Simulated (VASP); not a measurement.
## LiNbO3: relaxation of cell and atoms with PBEsol

The system is LiNbO3.

```
Li Nb O
1.0
     2.57565    1.48705    4.62180
    -2.57565    1.48705    4.62180
     0.00000   -2.97410    4.62180
Li Nb O
2 2 6
Direct
  0.30210 0.30210 0.30210
  0.80210 0.80210 0.80210
  0.01920 0.01920 0.01920
  0.51920 0.51920 0.51920
  0.13110 0.37830 0.74050
  0.74050 0.13110 0.37830
  0.37830 0.74050 0.13110
  0.24050 0.87830 0.63110
  0.87830 0.63110 0.24050
  0.63110 0.24050 0.87830
```

```yaml
Program: VASP 6.6.1
Task: relaxation of cell and atoms
Functional: PBEsol
Potentials_or_basis: VASP PAW PBE potentials, release 64 (Li_sv, Nb_sv, O)
Cutoff: 600 eV
k_mesh: 4 × 4 × 4
Occupations: gaussian, width 0.01 eV
Spin: no spin polarisation
Dipole_correction: no
Further_INCAR_settings: ALGO = Normal; EDIFF = 1e-07; IBRION = 2; EDIFFG = -0.002; NSW = 80; ISIF = 3
```

```yaml
Relaxed_volume: 10.48 Å³/atom
Relaxed_cell: a = 5.473 Å, b = 5.473 Å, c = 5.473 Å, α = 55.88°, β = 55.88°, γ = 55.88°
Space_group_after_relaxing_to_0.1_Å: R3c (No. 161)
Energy_gained_by_relaxing: 0.7 meV/atom
Ionic_steps: 15
Pressure_after_relaxing: 0.0 GPa
Band_gap_on_the_k_mesh: 3.51 eV
```

The path:
| step | energy change (eV) | largest force (eV/Å) | pressure (GPa) | volume (Å³) |
| --- | --- | --- | --- | --- |
| 1 | 0.0000 | 0.0776 | -1.25 | 106.21 |
| 2 | -0.0041 | 0.1330 | 0.89 | 104.94 |
| 3 | -0.0046 | 0.1159 | 0.35 | 105.26 |
| 4 | -0.0063 | 0.0577 | -0.14 | 105.06 |
| 5 | -0.0065 | 0.0313 | -0.02 | 105.11 |
| 6 | -0.0068 | 0.0242 | -0.05 | 105.08 |
| 7 | -0.0073 | 0.0066 | -0.14 | 104.98 |
| 8 | -0.0073 | 0.0076 | -0.16 | 104.96 |
| 9 | -0.0071 | 0.0329 | 0.37 | 104.69 |
| 10 | -0.0073 | 0.0142 | 0.02 | 104.87 |
| 11 | -0.0074 | 0.0033 | 0.01 | 104.85 |
| 12 | -0.0074 | 0.0056 | 0.00 | 104.84 |
| 13 | -0.0074 | 0.0039 | 0.00 | 104.84 |
| 14 | -0.0074 | 0.0020 | 0.01 | 104.84 |
| 15 | -0.0074 | 0.0019 | 0.02 | 104.85 |

Final structure:
```yaml
crystal:
  lattice:
    - [2.56429, 1.48049, 4.60284]
    - [-2.56429, 1.48049, 4.60284]
    - [0.00000, -2.96098, 4.60284]
  atoms:
    - { symbol: Li, position: [0.30166, 0.30166, 0.30166] }
    - { symbol: Li, position: [0.80166, 0.80166, 0.80166] }
    - { symbol: Nb, position: [0.01896, 0.01896, 0.01896] }
    - { symbol: Nb, position: [0.51896, 0.51896, 0.51896] }
    - { symbol: O, position: [0.13009, 0.38116, 0.73932] }
    - { symbol: O, position: [0.73932, 0.13009, 0.38116] }
    - { symbol: O, position: [0.38116, 0.73932, 0.13009] }
    - { symbol: O, position: [0.23932, 0.88116, 0.63009] }
    - { symbol: O, position: [0.88116, 0.63009, 0.23932] }
    - { symbol: O, position: [0.63009, 0.23932, 0.88116] }
```

Levels at points of the mesh, in eV from the valence-band top:
```tsv
k point	band 30	band 31	band 32	band 33	band 34	band 35	band 36	band 37	band 38	band 39
(0.00, 0.00, 0.00)	-0.65	-0.65	-0.49	0.00	0.00	3.51	3.51	3.96	5.16	5.16
(0.50, 0.00, 0.00)	-0.43	-0.28	-0.28	-0.20	-0.20	3.90	3.90	4.72	4.72	4.93
(0.50, 0.50, 0.00)	-0.95	-0.68	-0.66	-0.45	-0.19	3.59	4.11	4.61	4.63	5.28
(0.50, 0.50, 0.50)	-0.63	-0.30	-0.30	-0.30	-0.30	4.64	4.64	4.85	4.85	4.85
```

It took 8 min on 1 thread of Intel(R) Xeon(R) 6975P-C (Granite Rapids), on a shared host, peak memory 0.37 GiB.

Caveat: the cutoff is under 1.25 times the usual one of these potentials, so pressure, stress and relaxed cells hold a basis-set (Pulay) error; the PAW data sets were made with another functional, which shifts forces and pressure a little. A hybrid or GW would open this gap; PBEsol tends to underestimate it.
